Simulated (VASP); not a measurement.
Crystal: Rh.

```xyz
1
Lattice="0.0000 1.8979 1.8979 1.8979 0.0000 1.8979 1.8979 1.8979 0.0000" Properties=species:S:1:pos:R:3 pbc="T T T"
Rh    0.0000    0.0000    0.0000
```

| Item | Value |
| --- | --- |
| Program | VASP 6.6.1 |
| Task | relaxation of volume and atoms at fixed shape |
| Functional | PBEsol |
| Potentials or basis | VASP PAW PBE potentials, release 64 (Rh_pv) |
| Cutoff | 600 eV |
| k mesh | 12 × 12 × 12 |
| Occupations | gaussian, width 0.1 eV |
| Spin | no spin polarisation |

At the start: pressure -4.0 GPa; volume 13.67 Å³/atom.

How do energy, volume and symmetry change on relaxing?

Over 3 steps the energy falls by 2.3 meV/atom and the volume is 13.49 Å³/atom (-1.4 %); space group Fm-3m (No. 225, to 0.05 Å).

Step by step:
| step | energy change (eV) | largest force (eV/Å) | pressure (GPa) | volume (Å³) |
| --- | --- | --- | --- | --- |
| 1 | 0.0000 | 0.0000 | -3.97 | 13.67 |
| 2 | 0.0142 | 0.0000 | 11.70 | 13.01 |
| 3 | -0.0023 | 0.0000 | -0.05 | 13.49 |

Final structure:
```cif
data_structure
_symmetry_space_group_name_H-M 'P 1'
_symmetry_Int_Tables_number 1
_cell_length_a 2.6718
_cell_length_b 2.6718
_cell_length_c 2.6718
_cell_angle_alpha 60.000
_cell_angle_beta 60.000
_cell_angle_gamma 60.000
_cell_volume 13.49
loop_
_atom_site_label
_atom_site_type_symbol
_atom_site_fract_x
_atom_site_fract_y
_atom_site_fract_z
_atom_site_occupancy
Rh1 Rh 0.00000 0.00000 0.00000 1
```

Caveat: the PAW data sets were made with another functional, which shifts forces and pressure a little.
